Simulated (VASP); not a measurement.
# Sn (Im-3m) in VASP: a series of runs

The runs below take Sn through relaxation of cell and atoms, with LDA.

All numbers are computed with VASP 6.6.1; they aren't measurements. Logs are shortened: lines on timing, memory, paths and dates and some standing lists are left out, and cuts for length are marked.

### 1 The cell of the first run

Symmetry: Im-3m, No. 229, cubic system. The conventional cell has a = 3.789 Å, b = 3.789 Å, c = 3.789 Å, α = 90.00°, β = 90.00°, γ = 90.00°. Within 4.3 Å of Sn (site symmetry m-3m) lie 14 Sn at 3.28 to 3.79 Å.

### 2 Relaxation of cell and atoms, LDA, target pressure 4 GPa, at which the enthalpy is minimised

INCAR reads:

```
PREC     = Accurate       # precision mode
ENCUT    = 600            # plane-wave cutoff, eV
EDIFF    = 1E-6           # SCF threshold, eV
ISMEAR   = -1             # smearing method
SIGMA    = 0.1            # smearing width, eV
LREAL    = F              # projectors in reciprocal space
LASPH    = T              # aspherical terms in the spheres
NELM     = 80             # most SCF steps
ALGO     = Normal         # electronic algorithm
ISIF     = 3              # what is computed and relaxed
LWAVE    = F              # write WAVECAR
LCHARG   = F              # write CHGCAR
GGA      = CA             # functional
IBRION   = 2              # ionic algorithm
NSW      = 80             # ionic steps
EDIFFG   = -0.01          # ionic threshold
PSTRESS  = 40.0
```

KPOINTS reads:

```
regular mesh
0
Gamma
  11 11 11
```

POSCAR reads:

```
Sn
1.0
   -1.8946520000      1.8946520000      1.8946520000
    1.8946520000     -1.8946520000      1.8946520000
    1.8946520000      1.8946520000     -1.8946520000
Sn
1
Direct
    0.0000000000      0.0000000000      0.0000000000
```

Potentials or basis: VASP PAW LDA potentials, release 64 (Sn_d).

On the command line:

```
$ cat potpaw_LDA.64/Sn_d/POTCAR > POTCAR
$ mpirun -np 1 vasp_std > vasp.out
```

OUTCAR:

```text
PREC = Accurate
   ENCUT = 600
   EDIFF = 1E-6
   ISMEAR = -1
   LREAL = F
   LASPH = T
   NELM = 80
   ISIF = 3
   GGA = CA
   IBRION = 2
   NSW = 80
   EDIFFG = -0.01
   PSTRESS = 40.0

 ion  position               nearest neighbor table
   1  0.000  0.000  0.000-

  LATTYP: Found a body centered cubic cell.
 ALAT       =     3.7893040000

  Lattice vectors:

 A1 = (  -1.8946520000,   1.8946520000,   1.8946520000)
 A2 = (   1.8946520000,  -1.8946520000,   1.8946520000)
 A3 = (   1.8946520000,   1.8946520000,  -1.8946520000)

Analysis of symmetry for initial positions (statically):
=====================================================================
 Subroutine PRICEL returns:
 Original cell was already a primitive cell.

 Routine SETGRP: Setting up the symmetry group for a
 body centered cubic supercell.

 Subroutine GETGRP returns: Found 48 space group operations
 (whereof 48 operations were pure point group operations)
 out of a pool of 48 trial point group operations.

The static configuration has the point symmetry O_h .

Analysis of symmetry for dynamics (positions and initial velocities):
=====================================================================
 Subroutine PRICEL returns:
 Original cell was already a primitive cell.

 Routine SETGRP: Setting up the symmetry group for a
 body centered cubic supercell.

 Subroutine GETGRP returns: Found 48 space group operations
 (whereof 48 operations were pure point group operations)
 out of a pool of 48 trial point group operations.

The dynamic configuration has the point symmetry O_h .

 Subroutine INISYM returns: Found 48 space group operations
 (whereof 48 operations are pure point group operations),
 and found     1 'primitive' translations

----------------------------------------------------------------------------------------

                                     Primitive cell

  volume of cell :      27.2050

  direct lattice vectors                    reciprocal lattice vectors
    -1.894652000  1.894652000  1.894652000     0.000000000  0.263900706  0.263900706
     1.894652000 -1.894652000  1.894652000     0.263900706  0.000000000  0.263900706
     1.894652000  1.894652000 -1.894652000     0.263900706  0.263900706  0.000000000

  length of vectors
     3.281633527  3.281633527  3.281633527     0.373211957  0.373211957  0.373211957

  position of ions in fractional coordinates (direct lattice)
     0.000000000  0.000000000  0.000000000

  ion indices of the primitive-cell ions
   primitive index   ion index
                 1           1

[... 82 lines left out ...]
   NELECT =      14.0000    total number of electrons
   NUPDOWN=      -1.0000    fix difference up-down
   EMIN   =  10.00;   EMAX   =-10.00  energy-range for DOS
   EFERMI =   0.00;   METHOD = LEGACY
   ISMEAR =    -1;   SIGMA  =   0.10  broadening in eV -4-tet -1-fermi 0-gaus
   EFERMI_NEDOS =   21; number of points for ismear=-14 and -15
   IALGO  =     38    algorithm
   IMIX   =      4    mixing-type and parameters
     AMIX     =   0.40;   BMIX     =  1.00
     AMIX_MAG =   1.60;   BMIX_MAG =  1.00
  volume/ion in A,a.u.               =      27.20       183.59
  Fermi-wavevector in a.u.,A,eV,Ry     =   1.311902  2.479135 23.416808  1.721087
  Thomas-Fermi vector in A             =   2.442331
   LORBIT       =      0    0 simple, 1 ext, 2 COOP (PROOUT), +10 PAW based schemes
   GGA     = CA    functional components
   LHFCALC =     F    Hartree Fock is set to
   AEXX    =    0.0000 exact exchange contribution
   IVDW    =     0    specifies the selected vdW correction
   LEPSILON=     F    determine dielectric tensor
   LRPA    =     F    only Hartree local field effects (RPA)
 conjugate gradient relaxation of ions
 non-spin polarized calculation
  energy-cutoff  :      600.00
  volume of cell :       27.20
 maximum number of plane-waves:       935
   NGX = 13   NGY = 13   NGZ = 13

--------------------------------------- Ionic step        1  -------------------------------------------

 number of electron      13.9999996 magnetization

 Free energy of the ion-electron system (eV)
  ---------------------------------------------------
  ext. energy  EPLUGINS =         0.00000000
  ---------------------------------------------------
  free energy    TOTEN  =        -4.42772489 eV

  energy without entropy =       -4.40830759  energy(sigma->0) =       -4.41801624

------------------------ aborting loop because EDIFF is reached ----------------------------------------

  FORCE on cell =-STRESS in cart. coord.  units (eV):
  Direction    XX          YY          ZZ          XY          YZ          ZX
  --------------------------------------------------------------------------------------
  -------------------------------------------------------------------------------------
  Total       -0.5067820     -0.5067820     -0.5067820      0.0000000     -0.0000000      0.0000000
  in kB      -29.8458118    -29.8458118    -29.8458118      0.0000000     -0.0000000      0.0000000
  external PRESSURE =     -69.8458118 kB  Pullay stress =      40.0000000 kB
[... 24 lines left out ...]
--------------------------------------- Ionic step        2  -------------------------------------------

 number of electron      14.0000004 magnetization

 E-fermi :  10.1285     XC(G=0): -11.4574

 val. band max:       10.0701161678   @ k =  -0.2727   0.3636   0.0909
 cond. band min:      10.1374737990   @ k =  -0.2727   0.4545   0.0909
 fundamental gap:      0.0673576312
 Fermi energy:        10.1284963314

 k-point     1 :       0.0000    0.0000    0.0000
  band No.  band energies     occupation
      1     -11.4662      2.00000
      2     -11.4662      2.00000
      3     -11.4662      2.00000
      4     -11.2296      2.00000
      5     -11.2296      2.00000
      6      -2.3583      2.00000
      7      19.7411      0.00000
      8      19.7411      0.00000
      9      19.7411      0.00000
     10      22.6658      0.00000
     11      22.6658      0.00000
[... 358 lines left out ...]
--------------------------------------- Ionic step        3  -------------------------------------------

 number of electron      13.9999996 magnetization

 Free energy of the ion-electron system (eV)
  ---------------------------------------------------
  ext. energy  EPLUGINS =         0.00000000
  ---------------------------------------------------
  free energy    TOTEN  =        -4.42569551 eV

  energy without entropy =       -4.40462519  energy(sigma->0) =       -4.41516035

 E-fermi :   9.2957     XC(G=0): -11.1608

 val. band max:        9.2427718919   @ k =  -0.4545   0.4545   0.3636
 cond. band min:       9.3596744617   @ k =  -0.2727   0.4545   0.0909
 fundamental gap:      0.1169025698
 Fermi energy:         9.2956727001

 k-point     1 :       0.0000    0.0000    0.0000
  band No.  band energies     occupation
      1     -12.2328      2.00000
      2     -12.2328      2.00000
      3     -12.2328      2.00000
      4     -12.0335      2.00000
      5     -12.0335      2.00000
      6      -2.6893      2.00000
      7      18.2694      0.00000
      8      18.2694      0.00000
      9      18.2694      0.00000
     10      21.7369      0.00000
     11      21.7369      0.00000
[... 354 lines left out ...]
  energy  without entropy=       -4.4046251855  energy(sigma->0) =       -4.41516035

  enthalpy is  TOTEN    =        -3.8214715882 eV   P V=        0.6042239250

 reached required accuracy - stopping structural energy minimisation
```

OSZICAR:

```text
N       E                     dE             d eps       ncg     rms          rms(c)
DAV:   1     0.764917060706E+02    0.76492E+02   -0.81930E+03  1244   0.209E+03
DAV:   2     0.249565967052E+00   -0.76242E+02   -0.74515E+02  1270   0.357E+02
DAV:   3    -0.434397211619E+01   -0.45935E+01   -0.45613E+01  1422   0.785E+01
DAV:   4    -0.444058331474E+01   -0.96611E-01   -0.96582E-01  1424   0.123E+01
[... 20 lines left out ...]
DAV:   4    -0.442625993984E+01    0.43056E-02   -0.80995E-03  1478   0.153E+00    0.656E-02
DAV:   5    -0.442574266740E+01    0.51727E-03   -0.39821E-04  1892   0.279E-01    0.338E-02
DAV:   6    -0.442569728126E+01    0.45386E-04   -0.89458E-05  1385   0.184E-01    0.364E-03
DAV:   7    -0.442569556959E+01    0.17117E-05   -0.14161E-06  1055   0.184E-02    0.738E-04
DAV:   8    -0.442569551320E+01    0.56398E-07   -0.19707E-07   676   0.524E-03
   3 F= -.38214716E+01 E0= -.38109364E+01  d E =-.729468E-01
```

It took 27 s on 1 thread of Intel Xeon Platinum 8488C (Sapphire Rapids), shared host; peak memory 0.15 GiB.

What came out:

```
Free energy                                            : -4.4257 eV
Relaxed volume                                         : 24.20 Å³/atom
Relaxed cell                                           : a = 3.156 Å, b = 3.156 Å, c = 3.156 Å, α = 109.47°, β = 109.47°, γ = 109.47°
Space group after relaxing (to 0.05 Å)                 : Im-3m (No. 229)
Energy change on relaxing (the enthalpy is what falls) : +2.0 meV/atom
Ionic steps                                            : 3
Pressure after relaxing                                : 4.0 GPa
Band gap on the k mesh                                 : zero (band 7 reaches 18.27 eV, above the bottom of band 8 at 6.57 eV)
```

The path:
```csv
step,energy change (eV),largest force (eV/Å),pressure (GPa),volume (Å³)
1,0.0000,0.0000,-2.98,27.20
2,0.0587,0.0000,9.20,22.80
3,0.0020,0.0000,3.98,24.20
```

Final structure:
```
Sn
1.0
    -1.82220    1.82220    1.82220
     1.82220   -1.82220    1.82220
     1.82220    1.82220   -1.82220
Sn
1
Direct
  0.00000 0.00000 0.00000
```

Caveat: the cell is relaxed towards a set pressure, so the enthalpy falls and the energy may rise; spin-orbit coupling is left out, which moves the levels of the heavy elements.

### 3 Relaxation of cell and atoms, LDA, target pressure 6 GPa, at which the enthalpy is minimised

INCAR reads:

```
SYSTEM = Sn
PREC = Accurate
ENCUT = 600
EDIFF = 1E-6
ISMEAR = -1
SIGMA = 0.1
LREAL = .FALSE.
LASPH = .TRUE.
NELM = 100
ALGO = Normal
ISIF = 3
LWAVE = .FALSE.
LCHARG = .FALSE.
IBRION = 2
NSW = 80
EDIFFG = -0.01
PSTRESS = 60.0
```

KPOINTS reads:

```
regular mesh
0
G
  11 11 11
  0 0 0
```

POSCAR is that of step 2.

Potentials or basis: VASP PAW LDA potentials, release 64 (Sn_d).

On the command line:

```
$ cat potpaw_LDA.64/Sn_d/POTCAR > POTCAR
$ mpirun -np 1 vasp_std > vasp.out
```

Wall time 45 s (1 thread of Intel Xeon Platinum 8488C (Sapphire Rapids), shared host); peak memory 0.16 GiB.

It converged, with:

```yaml
Free_energy: -4.4071 eV
Relaxed_volume: 23.60 Å³/atom
Relaxed_cell: a = 3.130 Å, b = 3.130 Å, c = 3.130 Å, α = 109.47°, β = 109.47°, γ = 109.47°
Space_group_after_relaxing_to_0.05_Å: Im-3m (No. 229)
Energy_change_on_relaxing_the_enthalpy_is_what_falls: +20.6 meV/atom
Ionic_steps: 6
Pressure_after_relaxing: 6.1 GPa
Band_gap_on_the_k_mesh: zero (band 7 reaches 18.87 eV, above the bottom of band 8 at 6.82 eV)
```

Step by step:
| step | energy change (eV) | largest force (eV/Å) | pressure (GPa) | volume (Å³) |
| --- | --- | --- | --- | --- |
| 1 | 0.0000 | 0.0000 | -2.98 | 27.20 |
| 2 | 0.1459 | 0.0000 | 14.95 | 21.63 |
| 3 | 0.0196 | 0.0000 | 5.89 | 23.63 |
| 4 | 0.0221 | 0.0000 | 6.21 | 23.56 |
| 5 | 0.0184 | 0.0000 | 5.82 | 23.66 |
| 6 | 0.0206 | 0.0000 | 6.06 | 23.60 |

Final structure:
```
CELL_PARAMETERS angstrom
-1.80709 1.80709 1.80709
1.80709 -1.80709 1.80709
1.80709 1.80709 -1.80709
ATOMIC_POSITIONS crystal
Sn 0.00000 0.00000 0.00000
```

Levels at points of the mesh, in eV from the Fermi level:
```csv
k point,band 5,band 6,band 7,band 8,band 9,band 10
"(0.00, 0.00, 0.00)",-21.34,-12.19,9.24,9.24,9.24,12.48
```

Caveat: the cell is relaxed towards a set pressure, so the enthalpy falls and the energy may rise; spin-orbit coupling is left out, which moves the levels of the heavy elements.

### 4 Relaxation of cell and atoms, LDA, target pressure 8 GPa, at which the enthalpy is minimised

INCAR reads:

```
ALGO = Normal
EDIFF = 1E-6
EDIFFG = -0.01
ENCUT = 600
GGA = CA
IBRION = 2
ISIF = 3
ISMEAR = -1
LASPH = True
LCHARG = False
LREAL = False
LWAVE = False
NELM = 100
NSW = 80
PREC = Accurate
PSTRESS = 80.0
SIGMA = 0.1
```

KPOINTS reads:

```
k-points
0
Gamma
  11 11 11
```

POSCAR is that of step 3.

On the command line:

```
$ cat potpaw_LDA.64/Sn_d/POTCAR > POTCAR
$ mpirun -np 1 vasp_std > vasp.out
```

Wall time 38 s (1 thread of Intel Xeon Platinum 8488C (Sapphire Rapids), shared host); peak memory 0.15 GiB.

The run converged. Its results:

```yaml
Free_energy: -4.3848 eV
Relaxed_volume: 23.09 Å³/atom
Relaxed_cell: a = 3.107 Å, b = 3.107 Å, c = 3.107 Å, α = 109.47°, β = 109.47°, γ = 109.47°
Space_group_after_relaxing_to_0.05_Å: Im-3m (No. 229)
Energy_change_on_relaxing_the_enthalpy_is_what_falls: +42.9 meV/atom
Ionic_steps: 5
Pressure_after_relaxing: 8.0 GPa
Band_gap_on_the_k_mesh: zero (band 7 reaches 19.42 eV, above the bottom of band 8 at 7.06 eV)
```

The path:
| step | energy change (eV) | largest force (eV/Å) | pressure (GPa) | volume (Å³) |
| --- | --- | --- | --- | --- |
| 1 | 0.0000 | 0.0000 | -2.98 | 27.20 |
| 2 | 0.2758 | 0.0000 | 22.30 | 20.50 |
| 3 | 0.0406 | 0.0000 | 7.77 | 23.14 |
| 4 | 0.0445 | 0.0000 | 8.07 | 23.06 |
| 5 | 0.0429 | 0.0000 | 7.95 | 23.09 |

Final structure:
```yaml
crystal:
  lattice:
    - [-1.79392, 1.79392, 1.79392]
    - [1.79392, -1.79392, 1.79392]
    - [1.79392, 1.79392, -1.79392]
  atoms:
    - { symbol: Sn, position: [0.00000, 0.00000, 0.00000] }
```

Levels at points of the mesh, in eV from the Fermi level:
```
           k point  band 5  band 6  band 7  band 8  band 9  band 10
(0.00, 0.00, 0.00)  -21.35  -12.38    9.47    9.47    9.47    12.52
```

Caveat: the cell is relaxed towards a set pressure, so the enthalpy falls and the energy may rise; the volume moved by over 15 % at a fixed basis, so the end points are rough; spin-orbit coupling is left out, which moves the levels of the heavy elements.

### 5 Overview

| cell | gap on the mesh (eV) | pressure (GPa) |
| --- | --- | --- |
| relaxed to 4 GPa | none | 4.0 |
| relaxed to 6 GPa | none | 6.1 |
| relaxed to 8 GPa | none | 8.0 |

Alike in all rows: task relaxation of cell and atoms; level LDA; potentials or basis VASP PAW LDA potentials, release 64 (Sn_d); no spin polarisation; k mesh 11 × 11 × 11; cutoff (eV) 600; smearing fermi-dirac 0.1 eV.

Caveats: the cell is relaxed towards a set pressure, so the enthalpy falls and the energy may rise; spin-orbit coupling is left out, which moves the levels of the heavy elements; the volume moved by over 15 % at a fixed basis, so the end points are rough (some runs).

Total energies depend on the potentials used, so only differences within one code and one set of settings carry meaning.
